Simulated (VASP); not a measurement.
Input of a VASP 6.6.1 run:

File INCAR:

```
PREC     = Accurate       # precision mode
ENCUT    = 520            # plane-wave cutoff, eV
EDIFF    = 1E-6           # SCF threshold, eV
ISMEAR   = 0              # smearing method
SIGMA    = 0.15           # smearing width, eV
LREAL    = False          # projectors in reciprocal space
LASPH    = True           # aspherical terms in the spheres
NELM     = 60             # most SCF steps
ALGO     = Fast           # electronic algorithm
ISIF     = 2              # what is computed and relaxed
LWAVE    = False          # write WAVECAR
LCHARG   = True           # write CHGCAR
GGA      = PS             # functional
LELF     = True           # ELF
LVHAR    = True         
NBANDS   = 20             # bands
```

KPOINTS

```
regular mesh
0
Gamma
  22 16 16
```

POSCAR

```
AlCo
1.0
   -2.8225855360      0.0000000000      0.0000000000
    0.0000000000      2.8225855360      2.8225855360
    0.0000000000      2.8225855360     -2.8225855360
Al Co
2 2
Direct
    0.0000000000     -0.0276239311      0.0276239311
    0.0000000000      0.5276239311      0.4723760689
    0.5000000000      0.4667857718     -0.0332142282
    0.5000000000      0.0332142282      0.5332142282
```

Potentials or basis: VASP PAW PBE potentials, release 64 (Al, Co).

The run is started by

```sh
$ cat potpaw_PBE.64/Al/POTCAR potpaw_PBE.64/Co/POTCAR > POTCAR
$ mpirun -np 1 vasp_std > vasp.out
```

(1) What does it give for the largest force?

(2) What does it give for the band gap on the k mesh?

(3) Predict the pressure.

Answers

(1) 1.519 eV/Å.

(2) zero (bands 12 and 13 overlap by 1.05 eV).

(3) 3.3 GPa.

Caveat: the cell differs from its parent crystal (atoms displaced along a vibrational mode); the stress differs along the axes, from -2 to 9 GPa; the PAW data sets were made with another functional, which shifts forces and pressure a little; the run has no spin polarisation, though such a crystal can be magnetic.
